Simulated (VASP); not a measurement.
Write the native input for VASP 6.6.1 that does the following.

- Task: single point
- Functional: PBE
- Potentials or basis: VASP PAW PBE potentials, release 64 (Sc_sv, F)
- Cutoff: 600 eV
- k mesh: 4 × 4 × 4
- Occupations: gaussian, width 0.2 eV
- Spin: no spin polarisation
- Dipole correction: no
- Further INCAR settings: ALGO = Normal; EDIFF = 1e-06; NBANDS = 36

The structure of ScF6 lies in POSCAR:

```
ScF6
1.0
    0.0000000000      3.3331704977      3.3331704977
    3.3331704977      0.0000000000      3.3331704977
    3.3331704977      3.3331704977      0.0000000000
Sc F
1 6
Direct
    0.0000000000      0.0000000000      0.0000000000
    0.5000000000      0.5000000000      0.0000000000
    0.5000000000      0.0000000000      0.5000000000
    0.0000000000      0.0000000000      0.5000000000
    0.0000000000      0.5000000000      0.0000000000
    0.0000000000      0.5000000000      0.5000000000
    0.5000000000      0.0000000000      0.0000000000
```

The cell was generated, and may not be a known phase.

One way to write it, as run:

INCAR

```
SYSTEM = ScF6
PREC     = Accurate       ! precision mode
ENCUT    = 600            ! plane-wave cutoff, eV
EDIFF    = 1E-6           ! SCF threshold, eV
ISMEAR   = 0              ! smearing method
SIGMA    = 0.2            ! smearing width, eV
LREAL    = .FALSE.        ! projectors in reciprocal space
LASPH    = .TRUE.         ! aspherical terms in the spheres
NELM     = 120            ! most SCF steps
ALGO     = Normal         ! electronic algorithm
ISIF     = 2              ! what is computed and relaxed
LWAVE    = .FALSE.        ! write WAVECAR
LCHARG   = .FALSE.        ! write CHGCAR
GGA      = PE             ! functional
NBANDS   = 36             ! bands
GGA_COMPAT= .FALSE.
```

KPOINTS

```
Automatic mesh
0
G
  4 4 4
  0 0 0
```

Potentials or basis: VASP PAW PBE potentials, release 64 (Sc_sv, F).

Run with:

```sh
$ cat potpaw_PBE.64/Sc_sv/POTCAR potpaw_PBE.64/F/POTCAR > POTCAR
$ mpirun -np 1 vasp_std > vasp.out
```

Results of the run:

The pressure is -0.3 GPa and the band gap on the k mesh is zero (an odd number of electrons rules out a gap without spin polarisation).

Caveat: the k points lie up to 0.41 Å⁻¹ apart, too coarse for converged energies and pressures of a metal; an odd number of electrons without spin polarisation forces a metal; a magnetic or distorted state may lie lower.

Wall time 55 s on 1 thread of Intel Xeon 8259CL, with other jobs on the host, peak memory 0.24 GiB.
